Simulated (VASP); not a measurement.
Hf, 1 atom in the cell. The structure is cubic, space group Im-3m (No. 229). The conventional cell has a = 3.610 Å, b = 3.610 Å, c = 3.610 Å, α = 90.00°, β = 90.00°, γ = 90.00°. Hf (site symmetry m-3m) has 14 Hf at 3.13 to 3.61 Å within 4.1 Å. 

* Program: VASP 6.6.1
* Task: single point
* Functional: PBE
* Potentials or basis: VASP PAW PBE potentials, release 64 (Hf_pv)
* Cutoff: 520 eV
* k mesh: 3 × 3 × 3
* Occupations: fermi-dirac, width 0.1 eV
* Spin: no spin polarisation
* Dipole correction: no
* Further INCAR settings: ALGO = Normal; EDIFF = 1e-06; NBANDS = 11

Potentials or basis: VASP PAW PBE potentials, release 64 (Hf_pv).

Run with:

```bash
$ cat potpaw_PBE.64/Hf_pv/POTCAR > POTCAR
$ mpirun -np 1 vasp_std > vasp.out
```

Hardware: 1 thread of Intel(R) Xeon(R) 6975P-C (Granite Rapids) (shared host).

**Question.** How long does it take, and how much memory?

**Answer.** Run time: 2 s on 1 thread of Intel(R) Xeon(R) 6975P-C (Granite Rapids), with other jobs on the host, peak memory 0.12 GiB. Counts: scf iterations 11, k points 4.
